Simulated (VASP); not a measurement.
# Ta2H3 (P4/mmm) in VASP: further runs

Ta2H3 is run at these levels: PBE; tasks: single point, relaxation of cell and atoms.

All numbers are computed with VASP 6.6.1; they aren't measurements. Logs are shortened: lines on timing, memory, paths and dates and some standing lists are left out, and cuts for length are marked.

## (1) The cell of the first run

It takes space group P4/mmm (No. 123, tetragonal). The conventional cell has a = 3.885 Å, b = 3.885 Å, c = 3.355 Å, α = 90.00°, β = 90.00°, γ = 90.00°. Ta (site symmetry 4/mmm) has 16 H at 2.57 to 3.22 Å and 6 Ta at 2.75 to 3.36 Å within 3.4 Å. Within 2.2 Å of Ta (site symmetry 4/mmm) lie 2 H at 1.68 Å. Within 2.6 Å of H (site symmetry mmm) lie 2 H at 1.94 Å and 8 Ta at 2.57 Å. Within 2.2 Å of H (site symmetry 4/mmm) lie 2 Ta at 1.68 Å and 4 H at 1.94 Å.

## (2) Single point, PBE

Contents of INCAR:

```
PREC = Accurate ; ENCUT = 520
EDIFF = 1E-6 ; ISMEAR = 0
SIGMA = 0.1 ; LREAL = F
LASPH = T ; NELM = 100
ALGO = Normal ; ISIF = 2
LWAVE = F ; LCHARG = F
GGA = PE ; NBANDS = 20
```

Contents of KPOINTS:

```
Automatic mesh
0
Gamma
  10 10 12
```

Contents of POSCAR:

```
Ta2H3
1.0
    3.8854622184      0.0000000000      0.0000000000
    0.0000000000      3.8854622184      0.0000000000
    0.0000000000      0.0000000000      3.3551862574
Ta H
2 3
Direct
    0.0000000000      0.0000000000      0.5000000000
    0.5000000000      0.5000000000      0.5000000000
    0.0000000000      0.5000000000      0.0000000000
    0.5000000000      0.0000000000      0.0000000000
    0.5000000000      0.5000000000      0.0000000000
```

Potentials or basis: VASP PAW PBE potentials, release 64 (Ta_pv, H).

Launch:

```
$ cat potpaw_PBE.64/Ta_pv/POTCAR potpaw_PBE.64/H/POTCAR > POTCAR
$ mpirun -np 1 vasp_std > vasp.out
```

OUTCAR:

```text
PREC = Accurate
   ENCUT = 520
   EDIFF = 1E-6
   ISMEAR = 0
   LREAL = F
   LASPH = T
   NELM = 100
   ISIF = 2
   GGA = PE

 ion  position               nearest neighbor table
   1  0.000  0.000  0.500-   2 2.75   2 2.75   2 2.75   2 2.75
   2  0.500  0.500  0.500-   5 1.68   5 1.68   1 2.75   1 2.75   1 2.75   1 2.75
   3  0.000  0.500  0.000-
   4  0.500  0.000  0.000-
   5  0.500  0.500  0.000-   2 1.68   2 1.68

  LATTYP: Found a simple tetragonal cell.
 ALAT       =     3.8854622184
 C/A-ratio  =     0.8635230685

  Lattice vectors:

 A1 = (   3.8854622184,   0.0000000000,   0.0000000000)
 A2 = (   0.0000000000,   3.8854622184,   0.0000000000)
 A3 = (   0.0000000000,   0.0000000000,   3.3551862574)

Analysis of symmetry for initial positions (statically):
=====================================================================
 Subroutine PRICEL returns:
 Original cell was already a primitive cell.

 Routine SETGRP: Setting up the symmetry group for a
 simple tetragonal supercell.

 Subroutine GETGRP returns: Found 16 space group operations
 (whereof 16 operations were pure point group operations)
 out of a pool of 16 trial point group operations.

The static configuration has the point symmetry D_4h.

Analysis of symmetry for dynamics (positions and initial velocities):
=====================================================================
 Subroutine PRICEL returns:
 Original cell was already a primitive cell.

 Routine SETGRP: Setting up the symmetry group for a
 simple tetragonal supercell.

 Subroutine GETGRP returns: Found 16 space group operations
 (whereof 16 operations were pure point group operations)
 out of a pool of 16 trial point group operations.

The dynamic configuration has the point symmetry D_4h.

 Subroutine INISYM returns: Found 16 space group operations
 (whereof 16 operations are pure point group operations),
 and found     1 'primitive' translations

----------------------------------------------------------------------------------------

                                     Primitive cell

  volume of cell :      50.6526

  direct lattice vectors                    reciprocal lattice vectors
     3.885462218  0.000000000  0.000000000     0.257369637  0.000000000  0.000000000
     0.000000000  3.885462218  0.000000000     0.000000000  0.257369637  0.000000000
     0.000000000  0.000000000  3.355186257     0.000000000  0.000000000  0.298046047

  length of vectors
     3.885462218  3.885462218  3.355186257     0.257369637  0.257369637  0.298046047

  position of ions in fractional coordinates (direct lattice)
     0.000000000  0.000000000  0.500000000
     0.500000000  0.500000000  0.500000000
     0.000000000  0.500000000  0.000000000
     0.500000000  0.000000000  0.000000000
     0.500000000  0.500000000  0.000000000

  ion indices of the primitive-cell ions
   primitive index   ion index
                 1           1
                 2           2
                 3           3
                 4           4
                 5           5

----------------------------------------------------------------------------------------

 KPOINTS: Automatic mesh

Automatic generation of k-mesh.
 Grid dimensions read from file:
 generate k-points for:   10   10   12

 Generating k-lattice:

  Cartesian coordinates                     Fractional coordinates (reciprocal lattice)
     0.025736964  0.000000000  0.000000000     0.100000000  0.000000000  0.000000000
     0.000000000  0.025736964  0.000000000     0.000000000  0.100000000  0.000000000
     0.000000000  0.000000000  0.024837171     0.000000000  0.000000000  0.083333333

  Length of vectors
     0.025736964  0.025736964  0.024837171

  Shift w.r.t. Gamma in fractional coordinates (k-lattice)
     0.000000000  0.000000000  0.000000000

 Subroutine IBZKPT returns following result:
 ===========================================

 Found    147 irreducible k-points:

 Following reciprocal coordinates:
            Coordinates               Weight
  0.000000  0.000000  0.000000      1.000000
  0.100000  0.000000  0.000000      4.000000
  0.200000  0.000000  0.000000      4.000000
  0.300000  0.000000  0.000000      4.000000
  0.400000  0.000000  0.000000      4.000000
  0.500000  0.000000  0.000000      2.000000
[... 16 lines left out ...]
  0.100000  0.000000  0.083333      8.000000
  0.200000  0.000000  0.083333      8.000000
 [... further k-points ...]
   k-points           NKPTS =    147   k-points in BZ     NKDIM =    147   number of bands    NBANDS=     20
   number of dos      NEDOS =    301   number of ions     NIONS =      5
   total plane-waves  NPLWV =  25200
   dimension x,y,z NGX =    30 NGY =   30 NGZ =   28
   dimension x,y,z NGXF=    60 NGYF=   60 NGZF=   56
   ions per type =               2   3
   NGX,Y,Z   is equivalent  to a cutoff of  12.84, 12.84, 13.87 a.u.
   NGXF,Y,Z  is equivalent  to a cutoff of  25.67, 25.67, 27.75 a.u.
 SYSTEM =  unknown system
   PREC   = accura    normal or accurate (medium, high low for compatibility)
   ISTART =      0    job   : 0-new  1-cont  2-samecut
   ICHARG =      2    charge: 1-file 2-atom 10-const
   ISPIN  =      1    spin polarized calculation?
   LNONCOLLINEAR =      F non collinear calculations
   LSORBIT =      F    spin-orbit coupling
   LASPH  =      T    aspherical Exc in radial PAW
   ENCUT  =  520.0 eV  38.22 Ry    6.18 a.u.   7.22  7.22  6.24*2*pi/ulx,y,z
   NELM   =    100;   NELMIN=  2; NELMDL= -5     # of ELM steps
   EDIFF  = 0.1E-05   stopping-criterion for ELM
   LREAL  =      F    real-space projection
   EDIFFG = 0.1E-04   stopping-criterion for IOM
   NSW    =      0    number of steps for IOM
   IBRION =     -1    ionic relax: 0-MD 1-quasi-New 2-CG
   NFREE  =      0    steps in history (QN), initial steepest desc. (CG)
   ISIF   =      2    stress and relaxation
   ISYM   =      2    0-nonsym 1-usesym 2-fastsym
   POTIM  = 0.5000    time-step for ionic-motion
   TEBEG  =    0.0;   TEEND  =   0.0 temperature during run
   PSTRESS=    0.0 pullay stress
   NELECT =      25.0000    total number of electrons
   NUPDOWN=      -1.0000    fix difference up-down
   EMIN   =  10.00;   EMAX   =-10.00  energy-range for DOS
   EFERMI =   0.00;   METHOD = LEGACY
   ISMEAR =     0;   SIGMA  =   0.10  broadening in eV -4-tet -1-fermi 0-gaus
   EFERMI_NEDOS =   21; number of points for ismear=-14 and -15
   IALGO  =     38    algorithm
   IMIX   =      4    mixing-type and parameters
     AMIX     =   0.40;   BMIX     =  1.00
     AMIX_MAG =   1.60;   BMIX_MAG =  1.00
  volume/ion in A,a.u.               =      10.13        68.36
  Fermi-wavevector in a.u.,A,eV,Ry     =   1.293761  2.444854 22.773681  1.673818
  Thomas-Fermi vector in A             =   2.425387
   LORBIT       =      0    0 simple, 1 ext, 2 COOP (PROOUT), +10 PAW based schemes
   GGA     = PE    functional components
   LHFCALC =     F    Hartree Fock is set to
   AEXX    =    0.0000 exact exchange contribution
   IVDW    =     0    specifies the selected vdW correction
   LEPSILON=     F    determine dielectric tensor
   LRPA    =     F    only Hartree local field effects (RPA)
 non-spin polarized calculation
 Gauss-broadening in eV      SIGMA  =   0.10
  energy-cutoff  :      520.00
  volume of cell :       50.65
 maximum number of plane-waves:      1392
 NGX is ok and might be reduce to    30
   NGX = 15   NGY = 15   NGZ = 13

 number of electron      25.0000001 magnetization

 Free energy of the ion-electron system (eV)
  ---------------------------------------------------
  ext. energy  EPLUGINS =         0.00000000
  ---------------------------------------------------
  free energy    TOTEN  =       -29.33228136 eV

  energy without entropy =      -29.31701967  energy(sigma->0) =      -29.32465052

 E-fermi :   4.5724     XC(G=0): -11.5927

 val. band max:        4.5710972596   @ k =   0.5000   0.2000   0.0833
 cond. band min:       4.5769731293   @ k =   0.5000   0.2000   0.1667
 fundamental gap:      0.0058758698
 Fermi energy:         4.5723519229

 k-point     1 :       0.0000    0.0000    0.0000
  band No.  band energies     occupation
      1     -30.3963      2.00000
      2     -30.3963      2.00000
      3     -30.0356      2.00000
      4     -29.7948      2.00000
      5     -29.4091      2.00000
      6     -29.4090      2.00000
[... 12 lines left out ...]
     19       9.9766      0.00000
     20      10.1896      0.00000

 k-point     2 :       0.1000    0.0000    0.0000
  band No.  band energies     occupation
      1     -30.3770      2.00000
      2     -30.3738      2.00000
      3     -30.0297      2.00000
      4     -29.8004      2.00000
      5     -29.4385      2.00000
      6     -29.4349      2.00000
[... 12 lines left out ...]
     19       9.6220      0.00000
     20       9.9987      0.00000

 k-point     3 :       0.2000    0.0000    0.0000
  band No.  band energies     occupation
      1     -30.3197      2.00000
      2     -30.3082      2.00000
      3     -30.0126      2.00000
      4     -29.8169      2.00000
      5     -29.5223      2.00000
      6     -29.5092      2.00000
[... 12 lines left out ...]
     19       9.2540      0.00000
     20       9.6514      0.00000

 k-point     4 :       0.3000    0.0000    0.0000
  band No.  band energies     occupation
      1     -30.2271      2.00000
      2     -30.2050      2.00000
      3     -29.9862      2.00000
      4     -29.8425      2.00000
      5     -29.6474      2.00000
      6     -29.6231      2.00000
[... 429 lines left out ...]
 k-point    23 :       0.1000    0.0000    0.0833
  band No.  band energies     occupation
      1     -30.3756      2.00000
      2     -30.3725      2.00000
      3     -30.0475      2.00000
      4     -29.8141      2.00000
      5     -29.4377      2.00000
      6     -29.4340      2.00000
[... 12 lines left out ...]
     19       9.4392      0.00000
     20       9.9276      0.00000

 k-point    24 :       0.2000    0.0000    0.0833
  band No.  band energies     occupation
      1     -30.3183      2.00000
      2     -30.3069      2.00000
      3     -30.0302      2.00000
      4     -29.8307      2.00000
      5     -29.5213      2.00000
      6     -29.5083      2.00000
[... 12 lines left out ...]
     19       9.1319      0.00000
     20       9.6727      0.00000

 [... further k-points ...]
[... 5 lines left out ...]
  --------------------------------------------------------------------------------------
  -------------------------------------------------------------------------------------
  Total        0.0069838      0.0069838      0.0737318      0.0000000      0.0000000      0.0000000
  in kB        0.2209026      0.2209026      2.3321879      0.0000000      0.0000000      0.0000000
  external PRESSURE =       0.9246644 kB  Pullay stress =       0.0000000 kB

 VOLUME and BASIS-vectors are now :
 -----------------------------------------------------------------------------
  energy-cutoff  :      520.00
  volume of cell :       50.65
      direct lattice vectors                 reciprocal lattice vectors
     3.885462218  0.000000000  0.000000000     0.257369637  0.000000000  0.000000000
     0.000000000  3.885462218  0.000000000     0.000000000  0.257369637  0.000000000
     0.000000000  0.000000000  3.355186257     0.000000000  0.000000000  0.298046047

 POSITION                                       TOTAL-FORCE (eV/Angst)
 -----------------------------------------------------------------------------------
      0.00000      0.00000      1.67759         0.000000      0.000000      0.000000
      1.94273      1.94273      1.67759         0.000000      0.000000      0.000000
      0.00000      1.94273      0.00000         0.000000      0.000000      0.000000
      1.94273      0.00000      0.00000         0.000000      0.000000      0.000000
      1.94273      1.94273      0.00000         0.000000      0.000000      0.000000
 -----------------------------------------------------------------------------------
    total drift:                                0.000000      0.000000      0.000000

  FREE ENERGIE OF THE ION-ELECTRON SYSTEM (eV)
  ---------------------------------------------------
  free  energy   TOTEN  =       -29.3322813570 eV

  energy  without entropy=      -29.3170196733  energy(sigma->0) =      -29.32465052
```

It took 3.1 min on 1 thread of Intel Xeon 8259CL, shared host; peak memory 0.26 GiB.

What came out:

```
Free energy : -29.3323 eV
Pressure    : 0.1 GPa
```

Levels at points of the mesh, in eV from the Fermi level:
| k point | band 11 | band 12 | band 13 | band 14 | band 15 | band 16 |
| --- | --- | --- | --- | --- | --- | --- |
| (0.00, 0.00, 0.00) | -1.84 | 0.47 | 0.47 | 2.60 | 3.57 | 3.57 |
| (0.50, 0.00, 0.00) | -0.06 | -0.02 | 0.92 | 1.00 | 1.43 | 1.51 |
| (0.50, 0.50, 0.00) | -2.80 | -1.38 | -0.79 | -0.79 | 1.93 | 1.94 |
| (0.00, 0.00, 0.50) | -2.24 | -2.24 | -2.05 | 0.69 | 2.59 | 2.59 |
| (0.50, 0.00, 0.50) | -0.61 | -0.52 | -0.17 | 0.58 | 0.59 | 1.85 |
| (0.50, 0.50, 0.50) | -2.52 | 2.06 | 2.19 | 2.21 | 2.23 | 2.23 |

Caveat: spin-orbit coupling is left out, which moves the levels of the heavy elements.

## (3) Relaxation of cell and atoms, PBE

This run uses another cell than the first one, of 10.10 Å³/atom, 0.997 times its volume.

Contents of INCAR:

```
SYSTEM = Ta2H3
ALGO     = Normal         ! electronic algorithm
EDIFF    = 1E-6           ! SCF threshold, eV
EDIFFG   = -0.01          ! ionic threshold
ENCUT    = 600            ! plane-wave cutoff, eV
GGA      = PE             ! functional
IBRION   = 2              ! ionic algorithm
ISIF     = 3              ! what is computed and relaxed
ISMEAR   = 0              ! smearing method
LASPH    = .TRUE.         ! aspherical terms in the spheres
LCHARG   = .FALSE.        ! write CHGCAR
LREAL    = .FALSE.        ! projectors in reciprocal space
LWAVE    = .FALSE.        ! write WAVECAR
NELM     = 80             ! most SCF steps
NSW      = 100            ! ionic steps
PREC     = Accurate       ! precision mode
SIGMA    = 0.1            ! smearing width, eV
```

Contents of KPOINTS:

```
k-points
0
G
  10 10 12
  0 0 0
```

POSCAR: that of step 2 with these lines changed.

```diff
@@ -2,5 +2,5 @@
 1.0
-    3.8854622184      0.0000000000      0.0000000000
-    0.0000000000      3.8854622184      0.0000000000
-    0.0000000000      0.0000000000      3.3551862574
+    3.8696908893      0.0000000000      0.0000000000
+    0.0000000000      3.8696908893      0.0000000000
+    0.0000000000      0.0000000000      3.3721727634
 Ta H
```

Potentials or basis: VASP PAW PBE potentials, release 64 (Ta_pv, H).

Launch:

```
$ cat potpaw_PBE.64/Ta_pv/POTCAR potpaw_PBE.64/H/POTCAR > POTCAR
$ mpirun -np 1 vasp_std > vasp.out
```

Run time: 6.2 min. Hardware: 1 thread of Intel Xeon 8259CL, shared host; peak memory 0.28 GiB.

The run converged. Its results:

- Free energy: -29.3340 eV
- Relaxed volume: 10.14 Å³/atom
- Relaxed cell: a = 3.886 Å, b = 3.886 Å, c = 3.357 Å, α = 90.00°, β = 90.00°, γ = 90.00°
- Space group after relaxing (to 0.05 Å): P4/mmm (No. 123)
- Energy gained by relaxing: 0.5 meV/atom
- Ionic steps: 5
- Pressure after relaxing: 0.1 GPa

The path:
| step | energy change (eV) | largest force (eV/Å) | pressure (GPa) | volume (Å³) |
| --- | --- | --- | --- | --- |
| 1 | 0.0000 | 0.0000 | 0.56 | 50.50 |
| 2 | -0.0024 | 0.0000 | -0.12 | 50.76 |
| 3 | -0.0024 | 0.0000 | -0.18 | 50.78 |
| 4 | -0.0024 | 0.0000 | -0.18 | 50.78 |
| 5 | -0.0025 | 0.0000 | 0.05 | 50.70 |

Final structure:
```
Ta H
1.0
     3.88598    0.00000    0.00000
     0.00000    3.88598    0.00000
     0.00000    0.00000    3.35742
Ta H
2 3
Direct
  0.00000 0.00000 0.50000
  0.50000 0.50000 0.50000
  0.00000 0.50000 0.00000
  0.50000 0.00000 0.00000
  0.50000 0.50000 0.00000
```

Levels at points of the mesh, in eV from the Fermi level:
| k point | band 10 | band 11 | band 12 | band 13 | band 14 | band 15 | band 16 |
| --- | --- | --- | --- | --- | --- | --- | --- |
| (0.00, 0.00, 0.00) | -2.84 | -1.83 | 0.47 | 0.47 | 2.60 | 3.57 | 3.57 |
| (0.50, 0.00, 0.00) | -1.25 | -0.06 | -0.02 | 0.92 | 1.00 | 1.43 | 1.51 |
| (0.50, 0.50, 0.00) | -3.90 | -2.80 | -1.38 | -0.79 | -0.79 | 1.93 | 1.94 |
| (0.00, 0.00, 0.50) | -2.57 | -2.23 | -2.23 | -2.05 | 0.69 | 2.59 | 2.59 |
| (0.50, 0.00, 0.50) | -2.09 | -0.61 | -0.52 | -0.16 | 0.58 | 0.59 | 1.85 |
| (0.50, 0.50, 0.50) | -2.53 | -2.52 | 2.06 | 2.19 | 2.21 | 2.23 | 2.23 |

Caveat: spin-orbit coupling is left out, which moves the levels of the heavy elements.
